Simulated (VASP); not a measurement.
# InSb3 (R-3m) in VASP: a series of runs

Runs on InSb3. Level: PBEsol. Tasks: single point.

All numbers are computed with VASP 6.6.1; they aren't measurements. Logs are shortened: lines on timing, memory, paths and dates and some standing lists are left out, and cuts for length are marked.

### 1 The cell of the first run

It takes space group R-3m (No. 166, trigonal). Conventional cell: a = 6.386 Å, b = 6.386 Å, c = 8.681 Å, α = 90.00°, β = 90.00°, γ = 120.00°. In (site symmetry -3m) has 12 Sb at 3.19 to 3.43 Å within 4.2 Å. Sb (site symmetry 2/m) has 4 In at 3.19 to 3.43 Å and 8 Sb at 3.19 to 3.43 Å within 4.2 Å.

### 2 Single point, PBEsol

Contents of INCAR:

```
PREC     = Accurate       # precision mode
ENCUT    = 520            # plane-wave cutoff, eV
EDIFF    = 1E-6           # SCF threshold, eV
ISMEAR   = 0              # smearing method
SIGMA    = 0.15           # smearing width, eV
LREAL    = F              # projectors in reciprocal space
LASPH    = T              # aspherical terms in the spheres
NELM     = 80             # most SCF steps
ALGO     = Normal         # electronic algorithm
ISIF     = 2              # what is computed and relaxed
LWAVE    = F              # write WAVECAR
LCHARG   = T              # write CHGCAR
GGA      = PS             # functional
LELF     = T              # ELF
LVHAR    = T            
NBANDS   = 22             # bands
```

Contents of KPOINTS:

```
regular mesh
0
Gamma
  8 8 8
```

Contents of POSCAR:

```
InSb3
1.0
    4.6811776833      0.1654961807      0.1654961807
    0.1654961807      4.6811776833      0.1654961807
    0.1654961807      0.1654961807      4.6811776833
In Sb
1 3
Direct
    0.0000000000      0.0000000000      0.0000000000
    0.5000000000      0.0000000000      0.5000000000
    0.0000000000      0.5000000000      0.5000000000
    0.5000000000      0.5000000000      0.0000000000
```

Potentials or basis: VASP PAW PBE potentials, release 64 (In_d, Sb).

Command:

```sh
$ cat potpaw_PBE.64/In_d/POTCAR potpaw_PBE.64/Sb/POTCAR > POTCAR
$ mpirun -np 1 vasp_std > vasp.out
```

OUTCAR:

```text
PREC = Accurate
   ENCUT = 520
   EDIFF = 1E-6
   ISMEAR = 0
   LREAL = F
   LASPH = T
   NELM = 80
   ISIF = 2
   GGA = PS

 ion  position               nearest neighbor table
   1  0.000  0.000  0.000-   2 3.19   3 3.19   3 3.19   4 3.19   2 3.19   4 3.19   2 3.43   3 3.43
                             3 3.43   4 3.43   2 3.43   4 3.43
   2  0.500  0.000  0.500-   1 3.19   4 3.19   3 3.19   4 3.19   1 3.19   3 3.19   1 3.43   4 3.43
                             3 3.43   4 3.43   1 3.43   3 3.43
   3  0.000  0.500  0.500-   1 3.19   4 3.19   1 3.19   2 3.19   2 3.19   4 3.19   1 3.43   1 3.43
                             2 3.43   4 3.43   4 3.43   2 3.43
   4  0.500  0.500  0.000-   2 3.19   3 3.19   1 3.19   2 3.19   1 3.19   3 3.19   1 3.43   2 3.43
                             2 3.43   3 3.43   3 3.43   1 3.43

  LATTYP: Found a trigonal (rhomboedric) cell.
 ALAT       =     4.6870249065
 COS(alpha) =     0.0717775177

  Lattice vectors:

 A1 = (   4.6811776833,   0.1654961807,   0.1654961807)
 A2 = (   0.1654961807,   4.6811776833,   0.1654961807)
 A3 = (   0.1654961807,   0.1654961807,   4.6811776833)

Analysis of symmetry for initial positions (statically):
=====================================================================
 Subroutine PRICEL returns:
 Original cell was already a primitive cell.

 Routine SETGRP: Setting up the symmetry group for a
 trigonal (rhombohedral) supercell.

 Subroutine GETGRP returns: Found 12 space group operations
 (whereof 12 operations were pure point group operations)
 out of a pool of 12 trial point group operations.

The static configuration has the point symmetry D_3d.

Analysis of symmetry for dynamics (positions and initial velocities):
=====================================================================
 Subroutine PRICEL returns:
 Original cell was already a primitive cell.

 Routine SETGRP: Setting up the symmetry group for a
 trigonal (rhombohedral) supercell.

 Subroutine GETGRP returns: Found 12 space group operations
 (whereof 12 operations were pure point group operations)
 out of a pool of 12 trial point group operations.

The dynamic configuration has the point symmetry D_3d.

 Subroutine INISYM returns: Found 12 space group operations
 (whereof 12 operations are pure point group operations),
 and found     1 'primitive' translations

----------------------------------------------------------------------------------------

                                     Primitive cell

  volume of cell :     102.2051

  direct lattice vectors                    reciprocal lattice vectors
     4.681177683  0.165496181  0.165496181     0.214138471 -0.007312045 -0.007312045
     0.165496181  4.681177683  0.165496181    -0.007312045  0.214138471 -0.007312045
     0.165496181  0.165496181  4.681177683    -0.007312045 -0.007312045  0.214138471

  length of vectors
     4.687024907  4.687024907  4.687024907     0.214388005  0.214388005  0.214388005

  position of ions in fractional coordinates (direct lattice)
     0.000000000  0.000000000  0.000000000
     0.500000000  1.000000000  0.500000000
     1.000000000  0.500000000  0.500000000
     0.500000000  0.500000000  1.000000000

  ion indices of the primitive-cell ions
   primitive index   ion index
                 1           1
                 2           2
                 3           3
                 4           4

----------------------------------------------------------------------------------------

 KPOINTS: regular mesh

Automatic generation of k-mesh.
 Grid dimensions read from file:
 generate k-points for:    8    8    8

 Generating k-lattice:

  Cartesian coordinates                     Fractional coordinates (reciprocal lattice)
     0.026767309 -0.000914006 -0.000914006     0.125000000 -0.000000000 -0.000000000
    -0.000914006  0.026767309 -0.000914006    -0.000000000  0.125000000 -0.000000000
    -0.000914006 -0.000914006  0.026767309    -0.000000000 -0.000000000  0.125000000

  Length of vectors
     0.026798501  0.026798501  0.026798501

  Shift w.r.t. Gamma in fractional coordinates (k-lattice)
     0.000000000  0.000000000  0.000000000

 Subroutine IBZKPT returns following result:
 ===========================================

 Found     65 irreducible k-points:

 Following reciprocal coordinates:
            Coordinates               Weight
  0.000000  0.000000  0.000000      1.000000
  0.125000 -0.000000 -0.000000      6.000000
  0.250000 -0.000000 -0.000000      6.000000
  0.375000  0.000000  0.000000      6.000000
  0.500000 -0.000000 -0.000000      3.000000
  0.125000  0.125000 -0.000000      6.000000
[... 16 lines left out ...]
  0.250000  0.125000  0.125000      6.000000
  0.375000  0.125000  0.125000      6.000000
 [... further k-points ...]
   k-points           NKPTS =     65   k-points in BZ     NKDIM =     65   number of bands    NBANDS=     22
   number of dos      NEDOS =    301   number of ions     NIONS =      4
   total plane-waves  NPLWV =  46656
   dimension x,y,z NGX =    36 NGY =   36 NGZ =   36
   dimension x,y,z NGXF=    72 NGYF=   72 NGZF=   72
   ions per type =               1   3
   NGX,Y,Z   is equivalent  to a cutoff of  12.77, 12.77, 12.77 a.u.
   NGXF,Y,Z  is equivalent  to a cutoff of  25.54, 25.54, 25.54 a.u.
 SYSTEM =  unknown system
   PREC   = accura    normal or accurate (medium, high low for compatibility)
   ISTART =      0    job   : 0-new  1-cont  2-samecut
   ICHARG =      2    charge: 1-file 2-atom 10-const
   ISPIN  =      1    spin polarized calculation?
   LNONCOLLINEAR =      F non collinear calculations
   LSORBIT =      F    spin-orbit coupling
   LASPH  =      T    aspherical Exc in radial PAW
   ENCUT  =  520.0 eV  38.22 Ry    6.18 a.u.   8.71  8.71  8.71*2*pi/ulx,y,z
   NELM   =     80;   NELMIN=  2; NELMDL= -5     # of ELM steps
   EDIFF  = 0.1E-05   stopping-criterion for ELM
   LREAL  =      F    real-space projection
   EDIFFG = 0.1E-04   stopping-criterion for IOM
   NSW    =      0    number of steps for IOM
   IBRION =     -1    ionic relax: 0-MD 1-quasi-New 2-CG
   NFREE  =      0    steps in history (QN), initial steepest desc. (CG)
   ISIF   =      2    stress and relaxation
   ISYM   =      2    0-nonsym 1-usesym 2-fastsym
   POTIM  = 0.5000    time-step for ionic-motion
   TEBEG  =    0.0;   TEEND  =   0.0 temperature during run
   PSTRESS=    0.0 pullay stress
   NELECT =      28.0000    total number of electrons
   NUPDOWN=      -1.0000    fix difference up-down
   EMIN   =  10.00;   EMAX   =-10.00  energy-range for DOS
   EFERMI =   0.00;   METHOD = LEGACY
   ISMEAR =     0;   SIGMA  =   0.15  broadening in eV -4-tet -1-fermi 0-gaus
   EFERMI_NEDOS =   21; number of points for ismear=-14 and -15
   IALGO  =     38    algorithm
   IMIX   =      4    mixing-type and parameters
     AMIX     =   0.40;   BMIX     =  1.00
     AMIX_MAG =   1.60;   BMIX_MAG =  1.00
  volume/ion in A,a.u.               =      25.55       172.43
  Fermi-wavevector in a.u.,A,eV,Ry     =   1.063253  2.009257 15.381487  1.130507
  Thomas-Fermi vector in A             =   2.198732
   LORBIT       =      0    0 simple, 1 ext, 2 COOP (PROOUT), +10 PAW based schemes
   GGA     = PS    functional components
   LHFCALC =     F    Hartree Fock is set to
   AEXX    =    0.0000 exact exchange contribution
   IVDW    =     0    specifies the selected vdW correction
   LEPSILON=     F    determine dielectric tensor
   LRPA    =     F    only Hartree local field effects (RPA)
 non-spin polarized calculation
 Gauss-broadening in eV      SIGMA  =   0.15
  energy-cutoff  :      520.00
  volume of cell :      102.21
 maximum number of plane-waves:      2782
   NGX = 17   NGY = 17   NGZ = 17

 number of electron      27.9999990 magnetization

 Free energy of the ion-electron system (eV)
  ---------------------------------------------------
  ext. energy  EPLUGINS =         0.00000000
  ---------------------------------------------------
  free energy    TOTEN  =       -15.92997415 eV

  energy without entropy =      -15.90148136  energy(sigma->0) =      -15.91572776

 E-fermi :   8.6643     XC(G=0): -10.5392

 val. band max:        8.6596709213   @ k =   0.0000   0.0000   0.0000
 cond. band min:       8.6967879471   @ k =  -0.3750  -0.3750   0.1250
 fundamental gap:      0.0371170259
 Fermi energy:         8.6642713336

 k-point     1 :       0.0000    0.0000    0.0000
  band No.  band energies     occupation
      1      -5.8072      2.00000
      2      -5.8072      2.00000
      3      -5.7856      2.00000
      4      -5.7720      2.00000
      5      -5.7720      2.00000
      6      -4.0960      2.00000
[... 14 lines left out ...]
     21      13.1130      0.00000
     22      14.1760      0.00000

 k-point     2 :       0.1250   -0.0000   -0.0000
  band No.  band energies     occupation
      1      -5.8063      2.00000
      2      -5.8051      2.00000
      3      -5.7869      2.00000
      4      -5.7739      2.00000
      5      -5.7718      2.00000
      6      -3.9926      2.00000
[... 14 lines left out ...]
     21      13.7025      0.00000
     22      14.0578      0.00000

 k-point     3 :       0.2500   -0.0000   -0.0000
  band No.  band energies     occupation
      1      -5.8045      2.00000
      2      -5.8014      2.00000
      3      -5.7902      2.00000
      4      -5.7781      2.00000
      5      -5.7702      2.00000
      6      -3.6858      2.00000
[... 14 lines left out ...]
     21      14.7781      0.00000
     22      15.0374      0.00000
[... 476 lines left out ...]
 k-point    23 :       0.2500    0.1250    0.1250
  band No.  band energies     occupation
      1      -5.8053      2.00000
      2      -5.8037      2.00000
      3      -5.7975      2.00000
      4      -5.7765      2.00000
      5      -5.7704      2.00000
      6      -3.5548      2.00000
[... 14 lines left out ...]
     21      15.1584      0.00000
     22      15.5915      0.00000

 k-point    24 :       0.3750    0.1250    0.1250
  band No.  band energies     occupation
      1      -5.8079      2.00000
      2      -5.8059      2.00000
      3      -5.7958      2.00000
      4      -5.7789      2.00000
      5      -5.7665      2.00000
      6      -3.0980      2.00000
[... 14 lines left out ...]
     21      14.6549      0.00000
     22      15.3494      0.00000

 [... further k-points ...]

------------------------ aborting loop because EDIFF is reached ----------------------------------------

  FORCE on cell =-STRESS in cart. coord.  units (eV):
  Direction    XX          YY          ZZ          XY          YZ          ZX
  --------------------------------------------------------------------------------------
  -------------------------------------------------------------------------------------
  Total        1.7817541      1.7817541      1.7817541     -1.0212475     -1.0212475     -1.0212475
  in kB       27.9309654     27.9309654     27.9309654    -16.0091833    -16.0091833    -16.0091833
  external PRESSURE =      27.9309654 kB  Pullay stress =       0.0000000 kB

 VOLUME and BASIS-vectors are now :
 -----------------------------------------------------------------------------
  energy-cutoff  :      520.00
  volume of cell :      102.21
      direct lattice vectors                 reciprocal lattice vectors
     4.681177683  0.165496181  0.165496181     0.214138471 -0.007312045 -0.007312045
     0.165496181  4.681177683  0.165496181    -0.007312045  0.214138471 -0.007312045
     0.165496181  0.165496181  4.681177683    -0.007312045 -0.007312045  0.214138471

 POSITION                                       TOTAL-FORCE (eV/Angst)
 -----------------------------------------------------------------------------------
      0.00000      0.00000      0.00000        -0.000000      0.000000      0.000000
      2.42334      0.16550      2.42334         0.000000     -0.000000      0.000000
      0.16550      2.42334      2.42334         0.000000     -0.000000     -0.000000
      2.42334      2.42334      0.16550        -0.000000      0.000000      0.000000
 -----------------------------------------------------------------------------------
    total drift:                                0.000000     -0.000000     -0.000000

  FREE ENERGIE OF THE ION-ELECTRON SYSTEM (eV)
  ---------------------------------------------------
  free  energy   TOTEN  =       -15.9299741527 eV

  energy  without entropy=      -15.9014813624  energy(sigma->0) =      -15.91572776
```

Wall time 2.4 min (1 thread of Intel Xeon 8259CL, shared host); peak memory 0.29 GiB.

What came out:

```yaml
Free_energy: -15.9300 eV
Pressure: 2.8 GPa
Band_gap_on_the_k_mesh: zero (bands 14 and 15 overlap by 4.22 eV)
```

Levels at points of the mesh, in eV from the Fermi level:
```
           k point  band 11  band 12  band 13  band 14  band 15  band 16  band 17  band 18
(0.00, 0.00, 0.00)    -4.56    -3.55     0.00     0.00     1.16     1.44     2.54     2.54
(0.50, 0.00, 0.00)    -2.74    -2.41    -2.05    -1.15    -0.91     1.48     2.54     2.56
(0.50, 0.50, 0.00)    -2.03    -1.60    -1.45    -1.08    -0.90     0.08     1.16     3.30
(0.50, 0.50, 0.50)    -5.31    -5.31    -4.85     3.31     3.31     4.07     4.61     4.61
```

Caveat: the PAW data sets were made with another functional, which shifts forces and pressure a little; spin-orbit coupling is left out, which moves the levels of the heavy elements.

### 3 Single point, PBEsol

This run uses another cell than the first one, of 25.60 Å³/atom.

Contents of INCAR:

```
PREC = Accurate
ENCUT = 520
EDIFF = 1E-6
ISMEAR = 0
SIGMA = 0.15
LREAL = False
LASPH = True
NELM = 100
ALGO = Normal
ISIF = 2
LWAVE = False
LCHARG = False
GGA = PS
NBANDS = 22
```

Contents of KPOINTS:

```
Automatic mesh
0
Gamma
  8 8 8
```

Contents of POSCAR:

```
InSb3
1.0
    4.6811776833      0.1104095949      0.1104095949
    0.1104095949      4.6811776833      0.1104095949
    0.1104095949      0.1104095949      4.6811776833
In Sb
1 3
Direct
    0.0000000000      0.0000000000      0.0000000000
    0.5000000000      0.0000000000      0.5000000000
    0.0000000000      0.5000000000      0.5000000000
    0.5000000000      0.5000000000      0.0000000000
```

Potentials or basis: VASP PAW PBE potentials, release 64 (In_d, Sb).

Command:

```sh
$ cat potpaw_PBE.64/In_d/POTCAR potpaw_PBE.64/Sb/POTCAR > POTCAR
$ mpirun -np 1 vasp_std > vasp.out
```

Wall time 1.7 min (1 thread of Intel Xeon 8259CL, shared host); peak memory 0.29 GiB.

The run converged. Its results:

```
Free energy            : -15.9934 eV
Pressure               : 2.3 GPa
Band gap on the k mesh : zero (bands 14 and 15 overlap by 4.51 eV)
```

Stress tensor (GPa, compression positive):
```
 2.34 -1.14 -1.14
-1.14  2.34 -1.14
-1.14 -1.14  2.34
```

Levels at points of the mesh, in eV from the Fermi level:
| k point | band 11 | band 12 | band 13 | band 14 | band 15 | band 16 | band 17 | band 18 |
| --- | --- | --- | --- | --- | --- | --- | --- | --- |
| (0.00, 0.00, 0.00) | -4.57 | -3.56 | 0.17 | 0.17 | 1.14 | 1.36 | 2.28 | 2.28 |
| (0.50, 0.00, 0.00) | -2.87 | -2.39 | -2.13 | -1.18 | -0.94 | 1.81 | 2.50 | 2.71 |
| (0.50, 0.50, 0.00) | -1.87 | -1.61 | -1.37 | -1.22 | -0.99 | -0.10 | 1.06 | 3.42 |
| (0.50, 0.50, 0.50) | -5.33 | -5.33 | -4.90 | 3.52 | 3.52 | 4.04 | 4.42 | 4.42 |

Caveat: the PAW data sets were made with another functional, which shifts forces and pressure a little; spin-orbit coupling is left out, which moves the levels of the heavy elements.

### 4 Single point, PBEsol

Contents of INCAR:

```
SYSTEM = InSb3
PREC     = Accurate       ! precision mode
ENCUT    = 520            ! plane-wave cutoff, eV
EDIFF    = 1E-6           ! SCF threshold, eV
ISMEAR   = 0              ! smearing method
SIGMA    = 0.15           ! smearing width, eV
LREAL    = .False.        ! projectors in reciprocal space
LASPH    = .True.         ! aspherical terms in the spheres
NELM     = 100            ! most SCF steps
ALGO     = Normal         ! electronic algorithm
ISIF     = 2              ! what is computed and relaxed
LWAVE    = .False.        ! write WAVECAR
LCHARG   = .True.         ! write CHGCAR
GGA      = PS             ! functional
LELF     = .True.         ! ELF
LVHAR    = .True.       
NBANDS   = 22             ! bands
```

Contents of KPOINTS:

```
regular mesh
0
Gamma
  8 8 8
  0 0 0
```

Contents of POSCAR:

```
InSb3
1.0
    4.6811776833     -0.1104095949     -0.1104095949
   -0.1104095949      4.6811776833     -0.1104095949
   -0.1104095949     -0.1104095949      4.6811776833
In Sb
1 3
Direct
    0.0000000000      0.0000000000      0.0000000000
    0.5000000000      0.0000000000      0.5000000000
    0.0000000000      0.5000000000      0.5000000000
    0.5000000000      0.5000000000      0.0000000000
```

Command:

```sh
$ cat potpaw_PBE.64/In_d/POTCAR potpaw_PBE.64/Sb/POTCAR > POTCAR
$ mpirun -np 1 vasp_std > vasp.out
```

Run time: 99 s. Hardware: 1 thread of Intel Xeon 8259CL, shared host; peak memory 0.29 GiB.

The run converged. Its results:

```
Free energy            : -16.0018 eV
Pressure               : 2.3 GPa
Band gap on the k mesh : zero (bands 14 and 15 overlap by 4.59 eV)
```

Stress tensor (GPa, compression positive):
```
2.25 0.77 0.77
0.77 2.25 0.77
0.77 0.77 2.25
```

Levels at points of the mesh, in eV from the Fermi level:
```
           k point  band 12  band 13  band 14  band 15  band 16  band 17
(0.00, 0.00, 0.00)    -3.61    -0.09     0.55     0.55     1.86     1.86
(0.50, 0.00, 0.00)    -2.49    -2.11    -1.21    -0.97     1.84     2.39
(0.50, 0.50, 0.00)    -1.64    -1.36    -1.30    -1.16    -0.05     1.05
(0.50, 0.50, 0.50)    -5.26    -4.94     3.43     3.43     4.08     4.39
```

Caveat: the PAW data sets were made with another functional, which shifts forces and pressure a little; spin-orbit coupling is left out, which moves the levels of the heavy elements.

### 5 Overview

| cell | gap on the mesh (eV) | pressure (GPa) |
| --- | --- | --- |
| a = 4.687 Å, angles 85.9°, 4 atoms | none | 2.8 |
| a = 4.684 Å, angles 87.3°, 4 atoms | none | 2.3 |
| a = 4.684 Å, angles 92.7°, 4 atoms | none | 2.3 |

Alike in all rows: task single point; level PBEsol; potentials or basis VASP PAW PBE potentials, release 64 (In_d, Sb); no spin polarisation; k mesh 8 × 8 × 8; cutoff (eV) 520; smearing gaussian 0.15 eV.

Caveats: the PAW data sets were made with another functional, which shifts forces and pressure a little; spin-orbit coupling is left out, which moves the levels of the heavy elements.

Absolute energies hang on the potentials; compare differences alone.

The gap in the log of VASP goes by the Fermi energy; the results here count the filled bands.